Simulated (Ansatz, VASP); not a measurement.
Two plane-wave programs on Al

INCAR

```
ALGO = Fast
EDIFF = 1E-6
ENCUT = 520
GGA = PS
ISIF = 2
ISMEAR = 0
IVDW = 12
LASPH = T
LCHARG = T
LELF = T
LREAL = F
LVHAR = T
LWAVE = F
NBANDS = 10
NELM = 100
PREC = Accurate
SIGMA = 0.15
```

Contents of KPOINTS:

```
k-points
0
Gamma
  18 18 10
```

Contents of POSCAR:

```
Al
1.0
    2.8616733201      0.0000000000      0.0000000000
   -1.4308366600      2.3930337702      0.0000000000
    0.0000000000      0.0000000000      4.8668500000
Al
2
Direct
    0.6666666667      0.3333333333      0.7500000000
    0.3333333333      0.6666666667      0.2500000000
```

Input for Ansatz:

```yaml
crystal:
  lattice:
    - [2.8616733201, 0.0, 0.0]
    - [-1.43083666, 2.3930337702, 0.0]
    - [0.0, 0.0, 4.86685]
  atoms:
    - { symbol: Al, position: [0.6666666667, 0.3333333333, 0.75] }
    - { symbol: Al, position: [0.3333333333, 0.6666666667, 0.25] }
basis:
  ecutwfc: 420
kpoints:
  mp_grid: { grid: [18, 18, 10] }
hamiltonian:
  xc: pbesol
  dispersion: d3bj
scf:
  occupations: { method: gaussian, width: 0.15 }
output:
  forces: true
  stress: true
  eigenvalues: true
```

Change from the starting cell: strain +0.0175 x Voigt [1, -1, 0, 0, 0, 0], atoms carried along.

Alike in both runs: task single point; functional PBEsol; dispersion D3(BJ); k mesh 18 × 18 × 10; occupations gaussian, width 0.15 eV; no spin polarisation.

|  | VASP | Ansatz |
| --- | --- | --- |
| version | VASP 6.6.1 | Ansatz 0.2.0 |
| potentials or method | VASP PAW PBE potentials, release 64 (Al), cutoff 520 eV | scalar-relativistic, plane waves, PAW |
| valence electrons in the cell | 6 | 6 |

```tsv
	VASP	Ansatz	Ansatz less VASP
gap on the k mesh at the Fermi level (eV)	none	none	-
pressure (GPa)	-4.3	-4.3	-0.06
traceless stress, the component that is largest in VASP (GPa)	1.88	1.86	-0.019
```

VASP's potentials were made for PBE, not for PBEsol. A gap of «none» marks a metal or a gap that the smearing closes.
